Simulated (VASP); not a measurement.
# CdInS2 (P-3m1) in VASP: single point with PBE

Aim: the single point of CdInS2 with PBE.

All numbers are computed with VASP 6.6.1; they aren't measurements. Logs are shortened: lines on timing, memory, paths and dates and some standing lists are left out, and cuts for length are marked.

### 1 The cell of the first run

It takes space group P-3m1 (No. 164, trigonal). Conventional cell: a = 3.971 Å, b = 3.971 Å, c = 6.581 Å, α = 90.00°, β = 90.00°, γ = 120.00°. Cd (site symmetry -3m) has 6 S at 3.01 Å and 2 In at 3.29 Å and 6 Cd at 3.97 Å within 4.0 Å. In (site symmetry -3m) has 6 S at 2.65 Å and 2 Cd at 3.29 Å within 3.5 Å. Within 3.6 Å of S (site symmetry 3m) lie 3 In at 2.65 Å and 3 Cd at 3.01 Å and 3 S at 3.52 Å.

### 2 Single point, PBE (strained)

INCAR reads:

```
ALGO = Normal
EDIFF = 1E-6
ENCUT = 520
GGA = PE
ISIF = 2
ISMEAR = 0
LASPH = True
LCHARG = True
LELF = True
LREAL = False
LVHAR = True
LWAVE = False
NBANDS = 26
NELM = 100
PREC = Accurate
SIGMA = 0.1
```

KPOINTS reads:

```
k-points
0
Gamma
  12 12 6
```

POSCAR reads:

```
CdInS2
1.0
    3.9713799756      0.0000000000      0.0000000000
   -1.9856899878      3.4393159470      0.0000000000
    0.0000000000      0.0000000000      6.5812184886
Cd In S
1 1 2
Direct
    0.0000000000      0.0000000000      0.0000000000
    0.0000000000      0.0000000000      0.5000000000
    0.6666666700      0.3333333300      0.7031362351
    0.3333333300      0.6666666700      0.2968637649
```

Potentials or basis: VASP PAW PBE potentials, release 64 (Cd, In_d, S).

Command:

```
$ cat potpaw_PBE.64/Cd/POTCAR potpaw_PBE.64/In_d/POTCAR potpaw_PBE.64/S/POTCAR > POTCAR
$ mpirun -np 1 vasp_std > vasp.out
```

OUTCAR:

```text
EDIFF = 1E-6
   ENCUT = 520
   GGA = PE
   ISIF = 2
   ISMEAR = 0
   LASPH = True
   LREAL = False
   NELM = 100
   PREC = Accurate

 ion  position               nearest neighbor table
   1  0.000  0.000  0.000-   3 3.01   4 3.01   3 3.01   4 3.01   3 3.01   4 3.01   2 3.29   2 3.29

   2  0.000  0.000  0.500-   3 2.65   4 2.65   3 2.65   4 2.65   3 2.65   4 2.65   1 3.29   1 3.29

   3  0.667  0.333  0.703-   2 2.65   2 2.65   2 2.65   1 3.01   1 3.01   1 3.01
   4  0.333  0.667  0.297-   2 2.65   2 2.65   2 2.65   1 3.01   1 3.01   1 3.01

  LATTYP: Found a hexagonal cell.
 ALAT       =     3.9713799756
 C/A-ratio  =     1.6571616237

  Lattice vectors:

 A1 = (   3.9713799756,   0.0000000000,   0.0000000000)
 A2 = (  -1.9856899878,   3.4393159470,   0.0000000000)
 A3 = (   0.0000000000,   0.0000000000,   6.5812184886)

Analysis of symmetry for initial positions (statically):
=====================================================================
 Subroutine PRICEL returns:
 Original cell was already a primitive cell.

 Routine SETGRP: Setting up the symmetry group for a
 hexagonal supercell.

 Subroutine GETGRP returns: Found 12 space group operations
 (whereof 12 operations were pure point group operations)
 out of a pool of 24 trial point group operations.

The static configuration has the point symmetry D_3d.

Analysis of symmetry for dynamics (positions and initial velocities):
=====================================================================
 Subroutine PRICEL returns:
 Original cell was already a primitive cell.

 Routine SETGRP: Setting up the symmetry group for a
 hexagonal supercell.

 Subroutine GETGRP returns: Found 12 space group operations
 (whereof 12 operations were pure point group operations)
 out of a pool of 24 trial point group operations.

The dynamic configuration has the point symmetry D_3d.

 Subroutine INISYM returns: Found 12 space group operations
 (whereof 12 operations are pure point group operations),
 and found     1 'primitive' translations

[... 92 lines left out ...]
   ISPIN  =      1    spin polarized calculation?
   LNONCOLLINEAR =      F non collinear calculations
   LSORBIT =      F    spin-orbit coupling
   LASPH  =      T    aspherical Exc in radial PAW
   ENCUT  =  520.0 eV  38.22 Ry    6.18 a.u.   7.38  7.38 12.24*2*pi/ulx,y,z
   NELM   =    100;   NELMIN=  2; NELMDL= -5     # of ELM steps
   EDIFF  = 0.1E-05   stopping-criterion for ELM
   LREAL  =      F    real-space projection
   EDIFFG = 0.1E-04   stopping-criterion for IOM
   NSW    =      0    number of steps for IOM
   IBRION =     -1    ionic relax: 0-MD 1-quasi-New 2-CG
   NFREE  =      0    steps in history (QN), initial steepest desc. (CG)
   ISIF   =      2    stress and relaxation
   ISYM   =      2    0-nonsym 1-usesym 2-fastsym
   POTIM  = 0.5000    time-step for ionic-motion
   TEBEG  =    0.0;   TEEND  =   0.0 temperature during run
   PSTRESS=    0.0 pullay stress
   NELECT =      37.0000    total number of electrons
   NUPDOWN=      -1.0000    fix difference up-down
   EMIN   =  10.00;   EMAX   =-10.00  energy-range for DOS
   EFERMI =   0.00;   METHOD = LEGACY
   ISMEAR =     0;   SIGMA  =   0.10  broadening in eV -4-tet -1-fermi 0-gaus
   EFERMI_NEDOS =   21; number of points for ismear=-14 and -15
   IALGO  =     38    algorithm
   IMIX   =      4    mixing-type and parameters
     AMIX     =   0.40;   BMIX     =  1.00
     AMIX_MAG =   1.60;   BMIX_MAG =  1.00
  volume/ion in A,a.u.               =      22.47       151.65
  Fermi-wavevector in a.u.,A,eV,Ry     =   1.217780  2.301270 20.177275  1.482988
  Thomas-Fermi vector in A             =   2.353089
   LORBIT       =      0    0 simple, 1 ext, 2 COOP (PROOUT), +10 PAW based schemes
   GGA     = PE    functional components
   LHFCALC =     F    Hartree Fock is set to
   AEXX    =    0.0000 exact exchange contribution
   IVDW    =     0    specifies the selected vdW correction
   LEPSILON=     F    determine dielectric tensor
   LRPA    =     F    only Hartree local field effects (RPA)
 non-spin polarized calculation
 Gauss-broadening in eV      SIGMA  =   0.10
  energy-cutoff  :      520.00
  volume of cell :       89.89
 maximum number of plane-waves:      2472
 NGX is ok and might be reduce to    30
   NGX = 15   NGY = 15   NGZ = 25

 number of electron      36.9999992 magnetization

 Free energy of the ion-electron system (eV)
  ---------------------------------------------------
  ext. energy  EPLUGINS =         0.00000000
  ---------------------------------------------------
  free energy    TOTEN  =       -12.57420094 eV

  energy without entropy =      -12.56575544  energy(sigma->0) =      -12.56997819

 E-fermi :   5.3607     XC(G=0):  -9.9343

 val. band max:        5.3515856711   @ k =  -0.1667   0.4167   0.1667
 cond. band min:       5.3702568018   @ k =   0.2500   0.1667   0.0000
 fundamental gap:      0.0186711307
 Fermi energy:         5.3606736742

 k-point     1 :       0.0000    0.0000    0.0000
  band No.  band energies     occupation
      1      -9.9306      2.00000
      2      -9.8974      2.00000
      3      -9.8974      2.00000
      4      -9.7695      2.00000
      5      -9.7695      2.00000
      6      -9.1531      2.00000
[... 685 lines left out ...]
     25      11.5037      0.00000
     26      11.5523      0.00000

 [... further k-points ...]

------------------------ aborting loop because EDIFF is reached ----------------------------------------

  FORCE on cell =-STRESS in cart. coord.  units (eV):
  Direction    XX          YY          ZZ          XY          YZ          ZX
  --------------------------------------------------------------------------------------
  -------------------------------------------------------------------------------------
  Total        0.2203721      0.2203721      3.5890019     -0.0000000      0.0000000      0.0000000
  in kB        3.9277820      3.9277820     63.9682462     -0.0000000      0.0000000      0.0000000
  external PRESSURE =      23.9412701 kB  Pullay stress =       0.0000000 kB

 VOLUME and BASIS-vectors are now :
 -----------------------------------------------------------------------------
  energy-cutoff  :      520.00
  volume of cell :       89.89
      direct lattice vectors                 reciprocal lattice vectors
     3.971379976  0.000000000  0.000000000     0.251801642  0.145377746  0.000000000
    -1.985689988  3.439315947  0.000000000     0.000000000  0.290755492  0.000000000
     0.000000000  0.000000000  6.581218489     0.000000000  0.000000000  0.151947546

 POSITION                                       TOTAL-FORCE (eV/Angst)
 -----------------------------------------------------------------------------------
      0.00000      0.00000      0.00000         0.000000      0.000000      0.000000
      0.00000      0.00000      3.29061         0.000000      0.000000      0.000000
      1.98569      1.14644      4.62749        -0.000000      0.000000      1.131009
     -0.00000      2.29288      1.95373         0.000000      0.000000     -1.131009
 -----------------------------------------------------------------------------------
    total drift:                               -0.000000      0.000000      0.000000

  FREE ENERGIE OF THE ION-ELECTRON SYSTEM (eV)
  ---------------------------------------------------
  free  energy   TOTEN  =       -12.5742009371 eV

  energy  without entropy=      -12.5657554372  energy(sigma->0) =      -12.56997819
```

Run time: 5.8 min. Hardware: 1 thread of Intel Xeon Platinum 8375C at 2.90GHz (Ice Lake), shared host; peak memory 0.38 GiB.

Results:

* Free energy: -12.5742 eV
* Pressure: 2.4 GPa
* Largest force: 1.131 eV/Å
* Band gap on the k mesh: zero (an odd number of electrons rules out a gap without spin polarisation)

Forces on the atoms (eV/Å):
```
Cd   0.000  0.000  0.000
In   0.000  0.000  0.000
S    0.000  0.000  1.131
S    0.000  0.000 -1.131
```

Stress tensor (GPa, compression positive):
```
0.39 0.00 0.00
0.00 0.39 0.00
0.00 0.00 6.40
```

Levels at points of the mesh, in eV from the Fermi level:
```
           k point  band 17  band 18  band 19  band 20  band 21  band 22
(0.00, 0.00, 0.00)    -2.32    -2.32    -2.17     1.15     3.10     3.94
(0.50, 0.00, 0.00)    -3.23    -2.10    -0.12     1.25     1.60     4.00
(0.00, 0.00, 0.50)    -2.45    -2.45    -0.03     0.72     2.73     3.96
(0.50, 0.00, 0.50)    -2.97    -2.55    -0.27     0.03     3.10     3.78
```

Caveat: the cell differs from its parent crystal (strained); spin-orbit coupling is left out, which moves the levels of the heavy elements; forces of over 1 eV/Å act on the atoms, so gaps and moduli don't describe the material at rest.
